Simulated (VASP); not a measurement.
# C (Fddd) in VASP: further runs, part 2 of 2

VASP 6.6.1. The steps go on from the part before.

**3. Single point, LDA**

INCAR

```
PREC = Accurate
ENCUT = 1300
EDIFF = 1E-6
ISMEAR = 0
SIGMA = 0.05
LREAL = F
LASPH = T
NELM = 120
ALGO = Normal
ISIF = 2
LWAVE = F
LCHARG = F
NBANDS = 11
GGA_COMPAT = F
```

KPOINTS

```
regular mesh
0
Gamma
  12 12 12
```

POSCAR

```
C
1.0
    0.0000000000      2.0460861110      1.7348691297
    1.5163550790      0.0000000000      1.7348691297
    1.5163550790      2.0460861110      0.0000000000
C
2
Direct
    0.5000000000      0.5000000000      0.5000000000
    0.7500000000      0.7500000000      0.7500000000
```

Potentials or basis: VASP PAW LDA potentials, release 64 (C_h).

The run is started by

```bash
cat potpaw_LDA.64/C_h/POTCAR > POTCAR
mpirun -np 1 vasp_std > vasp.out
```

OUTCAR:

```text
PREC = Accurate
   ENCUT = 1300
   EDIFF = 1E-6
   ISMEAR = 0
   LREAL = F
   LASPH = T
   NELM = 120
   ISIF = 2

 ion  position               nearest neighbor table
   1  0.500  0.500  0.500-
   2  0.750  0.750  0.750-

  LATTYP: Found a face centered orthorhombic cell.
 ALAT       =     3.0327101580
 B/A-ratio  =     1.1441048035
 C/A-ratio  =     1.3493449782

  Lattice vectors:

 A1 = (   0.0000000000,   2.0460861110,  -1.7348691297)
 A2 = (   1.5163550790,   2.0460861110,   0.0000000000)
 A3 = (   1.5163550790,   0.0000000000,  -1.7348691297)

Analysis of symmetry for initial positions (statically):
=====================================================================
 Subroutine PRICEL returns:
 Original cell was already a primitive cell.

 Routine SETGRP: Setting up the symmetry group for a
 face centered orthorhombic supercell.

 Subroutine GETGRP returns: Found  8 space group operations
 (whereof  4 operations were pure point group operations)
 out of a pool of  8 trial point group operations.

The static configuration has the point symmetry D_2 .
 The point group associated with its full space group is D_2h.
[... 165 lines left out ...]
 cond. band min:      13.2797095372   @ k =  -0.0833   0.3333   0.3333
 fundamental gap:      0.0309232889
 Fermi energy:        13.2732734212

 k-point     1 :       0.0000    0.0000    0.0000
  band No.  band energies     occupation
      1     -10.2289      2.00000
      2       8.8922      2.00000
      3      12.7404      2.00000
      4      13.8559      0.00000
      5      16.4036      0.00000
      6      18.0460      0.00000
      7      20.0458      0.00000
      8      24.2597      0.00000
      9      32.0754      0.00000
     10      32.3119      0.00000
     11      33.8288      0.00000
[... 309 lines left out ...]
 k-point    24 :      -0.4167    0.1667    0.0000
  band No.  band energies     occupation
      1      -3.3968      2.00000
      2      -0.9912      2.00000
      3       5.5439      2.00000
      4       8.5770      2.00000
      5      17.3953      0.00000
      6      20.6794      0.00000
      7      25.9724      0.00000
      8      27.5037      0.00000
      9      31.8010      0.00000
     10      35.2352      0.00000
     11      40.4304      0.00000

 [... further k-points ...]
[... 5 lines left out ...]
  --------------------------------------------------------------------------------------
  -------------------------------------------------------------------------------------
  Total        8.9012292    -10.7101925      4.5349065      0.0000000      0.0000000      0.0000000
  in kB     1324.7655673  -1593.9926929    674.9279155      0.0000000      0.0000000      0.0000000
  external PRESSURE =     135.2335967 kB  Pullay stress =       0.0000000 kB

 VOLUME and BASIS-vectors are now :
 -----------------------------------------------------------------------------
  energy-cutoff  :     1300.00
  volume of cell :       10.77
      direct lattice vectors                 reciprocal lattice vectors
     0.000000000  2.046086111  1.734869130    -0.329738072  0.244368992  0.288206177
     1.516355079  0.000000000  1.734869130     0.329738072 -0.244368992  0.288206177
     1.516355079  2.046086111  0.000000000     0.329738072  0.244368992 -0.288206177

 POSITION                                       TOTAL-FORCE (eV/Angst)
 -----------------------------------------------------------------------------------
      1.51636      2.04609      1.73487        -0.000000      0.000000      0.000000
      2.27453      3.06913      2.60230         0.000000     -0.000000     -0.000000
 -----------------------------------------------------------------------------------
    total drift:                               -0.000000     -0.000000      0.000000

  FREE ENERGIE OF THE ION-ELECTRON SYSTEM (eV)
  ---------------------------------------------------
  free  energy   TOTEN  =       -18.7492257267 eV

  energy  without entropy=      -18.7489256245  energy(sigma->0) =      -18.74907568
```

OSZICAR:

```text
N       E                     dE             d eps       ncg     rms          rms(c)
DAV:   1     0.197186993465E+02    0.19719E+02   -0.80973E+03  6168   0.146E+03
DAV:   2    -0.181309954491E+02   -0.37850E+02   -0.36120E+02  8385   0.203E+02
DAV:   3    -0.194986808628E+02   -0.13677E+01   -0.13613E+01  7514   0.312E+01
DAV:   4    -0.195025860446E+02   -0.39052E-02   -0.39049E-02  6646   0.185E+00
DAV:   5    -0.195025908793E+02   -0.48346E-05   -0.48351E-05  7243   0.687E-02    0.493E+00
DAV:   6    -0.189441955638E+02    0.55840E+00   -0.29050E-01  6561   0.384E+00    0.263E+00
DAV:   7    -0.187493423092E+02    0.19485E+00   -0.34239E-01  6846   0.414E+00    0.344E-01
DAV:   8    -0.187492669462E+02    0.75363E-04   -0.82027E-03  6595   0.880E-01    0.398E-02
DAV:   9    -0.187492249973E+02    0.41949E-04   -0.75744E-05  7069   0.689E-02    0.137E-02
DAV:  10    -0.187492257267E+02   -0.72942E-06   -0.40619E-06  6825   0.197E-02
   1 F= -.18749226E+02 E0= -.18749076E+02  d E =-.300102E-03
```

stdout:

```text
POSCAR found type information on POSCAR C
 POSCAR found :  1 types and       2 ions
 scaLAPACK will be used
 LDA part: xc-table for (Slater(with rela. corr.)+CA(PZ))
 , standard interpolation
 POSCAR, INCAR and KPOINTS ok, starting setup
 FFT: planning ... GRIDC
 FFT: planning ... GRID_SOFT
 FFT: planning ... GRID
 WAVECAR not read
 entering main loop
```

It took 51 s on 1 thread of Intel Xeon Platinum 8259CL at 2.50GHz (Skylake/Cascade Lake), shared host; peak memory 0.21 GiB.

What came out:

```yaml
Free_energy: -18.7492 eV
Pressure: 13.5 GPa
Band_gap_on_the_k_mesh: zero (bands 4 and 5 overlap by 1.04 eV)
```

Caveat: the cell differs from its parent crystal (strain +e along x and -e along y -0.1500, strain +e along z and -e/2 along x and y -0.0175); the stress differs along the axes, from -159 to 132 GPa.

**4. Single point, LDA**

INCAR

```
PREC = Accurate
ENCUT = 1300
EDIFF = 1E-6
ISMEAR = 0
SIGMA = 0.05
LREAL = False
LASPH = True
NELM = 120
ALGO = Normal
ISIF = 2
LWAVE = False
LCHARG = True
GGA = CA
LELF = True
LVHAR = True
NBANDS = 11
GGA_COMPAT = False
```

KPOINTS

```
Automatic mesh
0
Gamma
  12 12 12
```

POSCAR

```
C
1.0
    0.0000000000      2.0151851342      1.7966710835
    1.4854541022      0.0000000000      1.7966710835
    1.4854541022      2.0151851342      0.0000000000
C
2
Direct
    0.5000000000      0.5000000000      0.5000000000
    0.7500000000      0.7500000000      0.7500000000
```

Potentials or basis: VASP PAW LDA potentials, release 64 (C_h).

The run is started by

```bash
cat potpaw_LDA.64/C_h/POTCAR > POTCAR
mpirun -np 1 vasp_std > vasp.out
```

OUTCAR:

```text
PREC = Accurate
   ENCUT = 1300
   EDIFF = 1E-6
   ISMEAR = 0
   LREAL = False
   LASPH = True
   NELM = 120
   ISIF = 2
   GGA = CA

 ion  position               nearest neighbor table
   1  0.500  0.500  0.500-
   2  0.750  0.750  0.750-

  LATTYP: Found a face centered orthorhombic cell.
 ALAT       =     2.9709082044
 B/A-ratio  =     1.2095096583
 C/A-ratio  =     1.3566121843

  Lattice vectors:

 A1 = (   0.0000000000,   2.0151851342,  -1.7966710835)
 A2 = (   1.4854541022,   2.0151851342,   0.0000000000)
 A3 = (   1.4854541022,   0.0000000000,  -1.7966710835)

Analysis of symmetry for initial positions (statically):
=====================================================================
 Subroutine PRICEL returns:
 Original cell was already a primitive cell.

 Routine SETGRP: Setting up the symmetry group for a
 face centered orthorhombic supercell.

 Subroutine GETGRP returns: Found  8 space group operations
 (whereof  4 operations were pure point group operations)
 out of a pool of  8 trial point group operations.

The static configuration has the point symmetry D_2 .
 The point group associated with its full space group is D_2h.

Analysis of symmetry for dynamics (positions and initial velocities):
[... 164 lines left out ...]
 fundamental gap:      0.1028902656
 Fermi energy:        12.9348289515

 k-point     1 :       0.0000    0.0000    0.0000
  band No.  band energies     occupation
      1     -10.2256      2.00000
      2       9.3546      2.00000
      3      12.1720      2.00000
      4      13.9391      0.00000
      5      16.2191      0.00000
      6      18.5346      0.00000
      7      19.9285      0.00000
      8      24.9032      0.00000
      9      32.1685      0.00000
     10      32.3943      0.00000
     11      34.3282      0.00000
[... 309 lines left out ...]
 k-point    24 :      -0.4167    0.1667    0.0000
  band No.  band energies     occupation
      1      -3.2776      2.00000
      2      -1.1209      2.00000
      3       5.3783      2.00000
      4       8.5785      2.00000
      5      17.6882      0.00000
      6      20.7923      0.00000
      7      25.5811      0.00000
      8      27.4959      0.00000
      9      32.4975      0.00000
     10      35.3042      0.00000
     11      40.6746      0.00000

 [... further k-points ...]
[... 5 lines left out ...]
  --------------------------------------------------------------------------------------
  -------------------------------------------------------------------------------------
  Total        8.9484529     -8.6701478      2.3655880      0.0000000      0.0000000      0.0000000
  in kB     1332.8638082  -1291.4105193    352.3521471      0.0000000      0.0000000      0.0000000
  external PRESSURE =     131.2684787 kB  Pullay stress =       0.0000000 kB

 VOLUME and BASIS-vectors are now :
 -----------------------------------------------------------------------------
  energy-cutoff  :     1300.00
  volume of cell :       10.76
      direct lattice vectors                 reciprocal lattice vectors
     0.000000000  2.015185134  1.796671083    -0.336597408  0.248116161  0.278292451
     1.485454102  0.000000000  1.796671083     0.336597408 -0.248116161  0.278292451
     1.485454102  2.015185134  0.000000000     0.336597408  0.248116161 -0.278292451

 POSITION                                       TOTAL-FORCE (eV/Angst)
 -----------------------------------------------------------------------------------
      1.48545      2.01519      1.79667         0.000000      0.000000      0.000000
      2.22818      3.02278      2.69501        -0.000000      0.000000     -0.000000
 -----------------------------------------------------------------------------------
    total drift:                               -0.000000     -0.000000      0.000000

  FREE ENERGIE OF THE ION-ELECTRON SYSTEM (eV)
  ---------------------------------------------------
  free  energy   TOTEN  =       -18.8355526558 eV

  energy  without entropy=      -18.8354269287  energy(sigma->0) =      -18.83548979
```

stdout:

```text
POSCAR found type information on POSCAR C
 POSCAR found :  1 types and       2 ions
 scaLAPACK will be used
 LDA part: xc-table for (Slater(with rela. corr.)+CA(PZ))
 , standard interpolation
 POSCAR, INCAR and KPOINTS ok, starting setup
 FFT: planning ... GRIDC
 FFT: planning ... GRID_SOFT
 FFT: planning ... GRID
 WAVECAR not read
 entering main loop
```

Wall time 60 s (1 thread of Intel Xeon Platinum 8259CL at 2.50GHz (Skylake/Cascade Lake), shared host); peak memory 0.21 GiB.

Results:

* Free energy: -18.8356 eV
* Pressure: 13.1 GPa
* Band gap on the k mesh: zero (bands 4 and 5 overlap by 1.67 eV)

Caveat: the cell differs from its parent crystal (strain +e along x and -e along y -0.1500, strain +e along z and -e/2 along x and y +0.0175); the stress differs along the axes, from -129 to 133 GPa.

**5. The runs side by side**

```csv
cell,gap on the mesh (eV),pressure (GPa)
"a = 2.641, b = 2.361, c = 2.513 Å, angles 65.5, 54.5, 60.0°, 2 atoms",none,7.7
"a = 2.683, b = 2.304, c = 2.547 Å, angles 66.9, 52.2, 60.9°, 2 atoms",none,13.5
"a = 2.700, b = 2.331, c = 2.504 Å, angles 67.8, 53.1, 59.1°, 2 atoms",none,13.1
```

Alike in all rows: task single point; level LDA; potentials or basis VASP PAW LDA potentials, release 64 (C_h); no spin polarisation; k mesh 12 × 12 × 12; cutoff (eV) 1300; smearing gaussian 0.05 eV.

Caveats: the stress differs along the axes, from -109 to 104 GPa (at least some runs); the stress differs along the axes, from -159 to 132 GPa (at least some runs); the stress differs along the axes, from -129 to 133 GPa (at least some runs).

Absolute energies hang on the potentials; compare differences alone.

The gap in the log of VASP goes by the Fermi energy; the results here count the filled bands.